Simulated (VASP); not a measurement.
BN, 4 atoms in the cell. Symmetry: P6_3mc, No. 186, hexagonal system. The conventional cell has a = 2.384 Å, b = 2.384 Å, c = 3.893 Å, α = 90.00°, β = 90.00°, γ = 120.00°. Within 1.9 Å of B (site symmetry 3m) lie 4 N at 1.46 Å. Within 1.9 Å of N (site symmetry 3m) lie 4 B at 1.46 Å. 

| Quantity | Value |
| --- | --- |
| Program | VASP 6.6.1 |
| Task | relaxation of cell and atoms |
| Functional | PBE |
| Potentials or basis | VASP PAW PBE potentials, release 64 (B, N) |
| Cutoff | 600 eV |
| k mesh | 12 × 12 × 6 |
| Occupations | fermi-dirac, width 0.02 eV |
| Spin | no spin polarisation |
| Dipole correction | no |
| Further INCAR settings | ALGO = Normal; EDIFF = 1e-07; IBRION = 2; EDIFFG = -0.005; NSW = 80; ISIF = 3 |

Potentials or basis: VASP PAW PBE potentials, release 64 (B, N).

Launch:

```sh
$ cat potpaw_PBE.64/B/POTCAR potpaw_PBE.64/N/POTCAR > POTCAR
$ mpirun -np 1 vasp_std > vasp.out
```

Hardware: 1 thread of AMD EPYC 7R13, on a shared host.

Question: Estimate the wall time of this run.

Answer: Wall time 2.7 min on 1 thread of AMD EPYC 7R13 (shared host), peak memory 0.11 GiB. Counts: scf iterations 64, k points 76, ion steps 8.
